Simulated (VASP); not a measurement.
A run of VASP 6.6.1 is set up as follows.

File INCAR:

```
SYSTEM = In
  PREC = Accurate
  ENCUT = 500
  EDIFF = 1E-6
  ISMEAR = 0
  SIGMA = 0.1
  LREAL = .FALSE.
  LASPH = .TRUE.
  NELM = 120
  ALGO = Normal
  ISIF = 2
  LWAVE = .FALSE.
  LCHARG = .TRUE.
  GGA = PE
  LELF = .TRUE.
  LVHAR = .TRUE.
  NBANDS = 26
  GGA_COMPAT = .FALSE.
```

File KPOINTS:

```
Automatic mesh
0
G
  6 6 6
  0 0 0
```

The input POSCAR:

```
In
1.0
    1.6696368166      0.9639652655      8.2074632500
   -1.6696368166      0.9639652655      8.2074632500
    0.0000000000     -1.9279305310      8.2074632500
In
3
Direct
    0.0000000000      0.0000000000      0.0000000000
    0.7780122400      0.7780122400      0.7780122400
    0.2369610762      0.2070144438      0.2219877600
```

Potentials or basis: VASP PAW PBE potentials, release 64 (In_d).

The run is started by

```bash
$ cat potpaw_PBE.64/In_d/POTCAR > POTCAR
$ mpirun -np 1 vasp_std > vasp.out
```

Question: Estimate the band gap on the k mesh.

Answer: Zero (an odd number of electrons rules out a gap without spin polarisation).

Question: Estimate the largest force.

Answer: 0.016 eV/Å.

Forces in eV/Å, atoms in the order of the input:
```
In   0.003  0.000  0.001
In   0.007  0.000  0.012
In  -0.010 -0.001 -0.013
```

Caveat: the k points lie up to 0.36 Å⁻¹ apart, too coarse for converged energies and pressures of a metal; spin-orbit coupling is left out, which moves the levels of the heavy elements.
